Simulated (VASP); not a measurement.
# Co (Fm-3m) in VASP: notebook, part 3 of 4

VASP 6.6.1. The steps go on from the part before.

## 4. Single point, BLYP, collinear spin, ferromagnetic start

This run uses another cell than the first one, of 11.41 Å³/atom, 1.087 times its volume.

INCAR reads:

```
AGGAC = 1.0 ; AGGAX = 1.0
ALDAC = 0.0 ; ALDAX = 1.0
ALGO = Normal ; EDIFF = 1E-6
ENCUT = 520 ; GGA = B5
ISIF = 2 ; ISMEAR = -1
ISPIN = 2 ; LASPH = True
LCHARG = True ; LELF = True
LMAXMIX = 4 ; LORBIT = 11
LREAL = False ; LVHAR = True
LWAVE = False ; MAGMOM = 1.714
NBANDS = 14 ; NELM = 150
PREC = Accurate ; SIGMA = 0.05
```

KPOINTS reads:

```
k-points
0
Gamma
  17 17 17
```

POSCAR reads:

```
Co
1.0
    0.0000000000      1.7867754460      1.7867754460
    1.7867754460      0.0000000000      1.7867754460
    1.7867754460      1.7867754460      0.0000000000
Co
1
Direct
    0.0000000000      0.0000000000      0.0000000000
```

Potentials or basis: VASP PAW PBE potentials, release 64 (Co).

Command:

```
$ cat potpaw_PBE.64/Co/POTCAR > POTCAR
$ mpirun -np 1 vasp_std > vasp.out
```

OUTCAR:

```text
EDIFF = 1E-6
   ENCUT = 520
   GGA = B5
   ISIF = 2
   ISMEAR = -1
   ISPIN = 2
   LASPH = True
   LORBIT = 11
   LREAL = False
   NELM = 150
   PREC = Accurate

 ion  position               nearest neighbor table
   1  0.000  0.000  0.000-

  LATTYP: Found a face centered cubic cell.
 ALAT       =     3.5735508920

  Lattice vectors:

 A1 = (   0.0000000000,   1.7867754460,   1.7867754460)
 A2 = (   1.7867754460,   0.0000000000,   1.7867754460)
 A3 = (   1.7867754460,   1.7867754460,   0.0000000000)

Analysis of symmetry for initial positions (statically):
[... 25 lines left out ...]
The dynamic configuration has the point symmetry O_h .

Analysis of structural, dynamic, and magnetic symmetry:
=====================================================================
 Subroutine PRICEL returns:
[... 7 lines left out ...]
 out of a pool of 48 trial point group operations.

The overall configuration has the point symmetry O_h .

 Subroutine INISYM returns: Found 48 space group operations
[... 5 lines left out ...]
                                     Primitive cell

  volume of cell :      11.4088

  direct lattice vectors                    reciprocal lattice vectors
     0.000000000  1.786775446  1.786775446    -0.279833709  0.279833709  0.279833709
     1.786775446  0.000000000  1.786775446     0.279833709 -0.279833709  0.279833709
     1.786775446  1.786775446  0.000000000     0.279833709  0.279833709 -0.279833709

  length of vectors
     2.526882069  2.526882069  2.526882069     0.484686201  0.484686201  0.484686201

  position of ions in fractional coordinates (direct lattice)
     0.000000000  0.000000000  0.000000000

  ion indices of the primitive-cell ions
   primitive index   ion index
                 1           1

----------------------------------------------------------------------------------------

 KPOINTS: k-points

Automatic generation of k-mesh.
 Grid dimensions read from file:
 generate k-points for:   17   17   17

 Generating k-lattice:

  Cartesian coordinates                     Fractional coordinates (reciprocal lattice)
    -0.016460806  0.016460806  0.016460806     0.058823529  0.000000000  0.000000000
     0.016460806 -0.016460806  0.016460806     0.000000000  0.058823529  0.000000000
     0.016460806  0.016460806 -0.016460806     0.000000000  0.000000000  0.058823529

  Length of vectors
     0.028510953  0.028510953  0.028510953

  Shift w.r.t. Gamma in fractional coordinates (k-lattice)
     0.000000000  0.000000000  0.000000000

 Subroutine IBZKPT returns following result:
 ===========================================

 Found    165 irreducible k-points:

 Following reciprocal coordinates:
            Coordinates               Weight
  0.000000  0.000000  0.000000      1.000000
  0.058824  0.000000  0.000000      8.000000
  0.117647  0.000000  0.000000      8.000000
  0.176471  0.000000  0.000000      8.000000
  0.235294  0.000000  0.000000      8.000000
  0.294118  0.000000  0.000000      8.000000
[... 16 lines left out ...]
 -0.176471  0.058824  0.000000     24.000000
 -0.117647  0.058824  0.000000     24.000000
 [... further k-points ...]
   k-points           NKPTS =    165   k-points in BZ     NKDIM =    165   number of bands    NBANDS=     14
   number of dos      NEDOS =    301   number of ions     NIONS =      1
   total plane-waves  NPLWV =   8000
   dimension x,y,z NGX =    20 NGY =   20 NGZ =   20
   dimension x,y,z NGXF=    40 NGYF=   40 NGZF=   40
   ions per type =               1
   NGX,Y,Z   is equivalent  to a cutoff of  13.16, 13.16, 13.16 a.u.
   NGXF,Y,Z  is equivalent  to a cutoff of  26.32, 26.32, 26.32 a.u.
 SYSTEM =  unknown system
   PREC   = accura    normal or accurate (medium, high low for compatibility)
   ISTART =      0    job   : 0-new  1-cont  2-samecut
   ICHARG =      2    charge: 1-file 2-atom 10-const
   ISPIN  =      2    spin polarized calculation?
   LNONCOLLINEAR =      F non collinear calculations
   LSORBIT =      F    spin-orbit coupling
   LASPH  =      T    aspherical Exc in radial PAW
   ENCUT  =  520.0 eV  38.22 Ry    6.18 a.u.   4.70  4.70  4.70*2*pi/ulx,y,z
   NELM   =    150;   NELMIN=  2; NELMDL= -5     # of ELM steps
   EDIFF  = 0.1E-05   stopping-criterion for ELM
   LREAL  =      F    real-space projection
   EDIFFG = 0.1E-04   stopping-criterion for IOM
   NSW    =      0    number of steps for IOM
   IBRION =     -1    ionic relax: 0-MD 1-quasi-New 2-CG
   NFREE  =      0    steps in history (QN), initial steepest desc. (CG)
   ISIF   =      2    stress and relaxation
   ISYM   =      2    0-nonsym 1-usesym 2-fastsym
   POTIM  = 0.5000    time-step for ionic-motion
   TEBEG  =    0.0;   TEEND  =   0.0 temperature during run
   PSTRESS=    0.0 pullay stress
   NELECT =       9.0000    total number of electrons
   NUPDOWN=      -1.0000    fix difference up-down
   EMIN   =  10.00;   EMAX   =-10.00  energy-range for DOS
   EFERMI =   0.00;   METHOD = LEGACY
   ISMEAR =    -1;   SIGMA  =   0.05  broadening in eV -4-tet -1-fermi 0-gaus
   EFERMI_NEDOS =   21; number of points for ismear=-14 and -15
   IALGO  =     38    algorithm
   IMIX   =      4    mixing-type and parameters
     AMIX     =   0.40;   BMIX     =  1.00
     AMIX_MAG =   1.60;   BMIX_MAG =  1.00
  volume/ion in A,a.u.               =      11.41        76.99
  Fermi-wavevector in a.u.,A,eV,Ry     =   1.512664  2.858520 31.132187  2.288151
  Thomas-Fermi vector in A             =   2.622558
   LORBIT       =     11    0 simple, 1 ext, 2 COOP (PROOUT), +10 PAW based schemes
   GGA     = B5    functional components
   LHFCALC =     F    Hartree Fock is set to
   AEXX    =    0.0000 exact exchange contribution
   IVDW    =     0    specifies the selected vdW correction
   LEPSILON=     F    determine dielectric tensor
   LRPA    =     F    only Hartree local field effects (RPA)
 spin polarized calculation
  energy-cutoff  :      520.00
  volume of cell :       11.41
 maximum number of plane-waves:       331
   NGX =  9   NGY =  9   NGZ =  9

 number of electron       9.0000006 magnetization       1.6571953

 Free energy of the ion-electron system (eV)
  ---------------------------------------------------
  ext. energy  EPLUGINS =         0.00000000
  ---------------------------------------------------
  free energy    TOTEN  =        -6.05316769 eV

  energy without entropy =       -6.04346719  energy(sigma->0) =       -6.04831744

 E-fermi :  10.1201     XC(G=0): -12.5187

 val. band max:       10.1022455708   @ k =  -0.1176   0.1176   0.0000
 cond. band min:      10.1254622407   @ k =  -0.3529   0.2941   0.0000
 fundamental gap:      0.0232166699
 Fermi energy:        10.1200609269

 spin component 1

 k-point     1 :       0.0000    0.0000    0.0000
  band No.  band energies     occupation
      1       1.5509      1.00000
      2       7.4957      1.00000
      3       7.4957      1.00000
      4       7.4957      1.00000
      5       8.4500      1.00000
      6       8.4500      1.00000
      7      33.0284      0.00000
      8      36.7917      0.00000
      9      36.7917      0.00000
     10      36.7917      0.00000
     11      39.8765      0.00000
     12      39.8765      0.00000
     13      39.8765      0.00000
     14      42.8270      0.00000
[... 377 lines left out ...]
      1       2.3709      1.00000
      2       7.2876      1.00000
      3       7.6638      1.00000
      4       7.6654      1.00000
      5       8.3090      1.00000
      6       8.5080      1.00000
      7      29.9418      0.00000
      8      32.4092      0.00000
      9      35.5515      0.00000
     10      37.4440      0.00000
     11      39.5781      0.00000
     12      40.4617      0.00000
     13      43.3736      0.00000
     14      43.8697      0.00000

 [... further k-points ...]

 spin component 2

 k-point     1 :       0.0000    0.0000    0.0000
  band No.  band energies     occupation
      1       1.6007      1.00000
      2       9.0314      1.00000
      3       9.0314      1.00000
      4       9.0314      1.00000
      5      10.4064      0.00325
      6      10.4064      0.00325
      7      32.7583      0.00000
      8      36.9998      0.00000
      9      36.9998      0.00000
     10      36.9998      0.00000
     11      40.2142      0.00000
     12      40.2142      0.00000
     13      40.2142      0.00000
     14      42.6168      0.00000
[... 377 lines left out ...]
      1       2.4271      1.00000
      2       8.7644      1.00000
      3       9.2216      1.00000
      4       9.2260      1.00000
      5      10.2323      0.09584
      6      10.4460      0.00147
      7      30.1682      0.00000
      8      32.5597      0.00000
      9      35.6324      0.00000
     10      37.7016      0.00000
     11      39.5876      0.00000
     12      40.7179      0.00000
     13      43.9159      0.00000
     14      43.9240      0.00000

 [... further k-points ...]
[... 5 lines left out ...]
  --------------------------------------------------------------------------------------
  -------------------------------------------------------------------------------------
  Total       -0.0048222     -0.0048222     -0.0048222      0.0000000     -0.0000000      0.0000000
  in kB       -0.6771949     -0.6771949     -0.6771949      0.0000000     -0.0000000      0.0000000
  external PRESSURE =      -0.6771949 kB  Pullay stress =       0.0000000 kB

 VOLUME and BASIS-vectors are now :
 -----------------------------------------------------------------------------
  energy-cutoff  :      520.00
  volume of cell :       11.41
      direct lattice vectors                 reciprocal lattice vectors
     0.000000000  1.786775446  1.786775446    -0.279833709  0.279833709  0.279833709
     1.786775446  0.000000000  1.786775446     0.279833709 -0.279833709  0.279833709
     1.786775446  1.786775446  0.000000000     0.279833709  0.279833709 -0.279833709

 POSITION                                       TOTAL-FORCE (eV/Angst)
 -----------------------------------------------------------------------------------
      0.00000      0.00000      0.00000         0.000000     -0.000000     -0.000000
 -----------------------------------------------------------------------------------
    total drift:                                0.000000      0.000000      0.000000

  FREE ENERGIE OF THE ION-ELECTRON SYSTEM (eV)
  ---------------------------------------------------
  free  energy   TOTEN  =        -6.0531676917 eV

  energy  without entropy=       -6.0434671935  energy(sigma->0) =       -6.04831744

 total charge

# of ion       s       p       d       tot
------------------------------------------
    1        0.467   0.465   7.277   8.209

 magnetization (x)

# of ion       s       p       d       tot
------------------------------------------
    1       -0.011  -0.043   1.733   1.678
```

OSZICAR:

```text
N       E                     dE             d eps       ncg     rms          rms(c)
DAV:   1     0.288858633581E+02    0.28886E+02   -0.37681E+03  9664   0.751E+02
DAV:   2    -0.574223272436E+01   -0.34628E+02   -0.32350E+02 10080   0.146E+02
DAV:   3    -0.694596890138E+01   -0.12037E+01   -0.11867E+01 11514   0.286E+01
DAV:   4    -0.695437270062E+01   -0.84038E-02   -0.84011E-02 11472   0.224E+00
DAV:   5    -0.695449552667E+01   -0.12283E-03   -0.12282E-03 12344   0.257E-01    0.928E+00
DAV:   6    -0.628088555651E+01    0.67361E+00   -0.12008E+01 12806   0.379E+01    0.492E+00
DAV:   7    -0.606516336120E+01    0.21572E+00   -0.16189E+00 11368   0.130E+01    0.238E+00
DAV:   8    -0.605932032725E+01    0.58430E-02   -0.14050E-02 11934   0.782E-01    0.119E+00
DAV:   9    -0.605318306361E+01    0.61373E-02   -0.73308E-03 13832   0.579E-01    0.382E-01
DAV:  10    -0.605285987708E+01    0.32319E-03   -0.33103E-03 12884   0.380E-01    0.226E-01
DAV:  11    -0.605314739775E+01   -0.28752E-03   -0.17482E-04 12218   0.841E-02    0.722E-02
DAV:  12    -0.605316307768E+01   -0.15680E-04   -0.17000E-05 12464   0.316E-02    0.292E-02
DAV:  13    -0.605316774637E+01   -0.46687E-05   -0.51775E-06  9360   0.152E-02    0.384E-03
DAV:  14    -0.605316769173E+01    0.54641E-07   -0.10586E-07  6396   0.313E-03
   1 F= -.60531677E+01 E0= -.60483174E+01  d E =-.970050E-02  mag=     1.6572
```

It took 96 s on 1 thread of Intel Xeon 8259CL, shared host; peak memory 0.16 GiB.

What came out:

- Free energy: -6.0532 eV
- Pressure: -0.1 GPa
- Net moment: 1.66 μB per cell
- Site moments: Co +1.68 μB
- Valence electrons inside the program's atomic spheres: Co 8.21

Levels at points of the mesh, in eV from the Fermi level:
Spin up:
```
           k point  band 3  band 4  band 5  band 6  band 7  band 8
(0.00, 0.00, 0.00)   -2.62   -2.62   -1.67   -1.67   22.91   26.67
```
Spin down:
| k point | band 1 | band 2 | band 3 | band 4 | band 5 | band 6 | band 7 | band 8 |
| --- | --- | --- | --- | --- | --- | --- | --- | --- |
| (0.00, 0.00, 0.00) | -8.52 | -1.09 | -1.09 | -1.09 | 0.29 | 0.29 | 22.64 | 26.88 |

Caveat: the PAW data sets were made with another functional, which shifts forces and pressure a little.

(Part 3 of 4 ends here.)
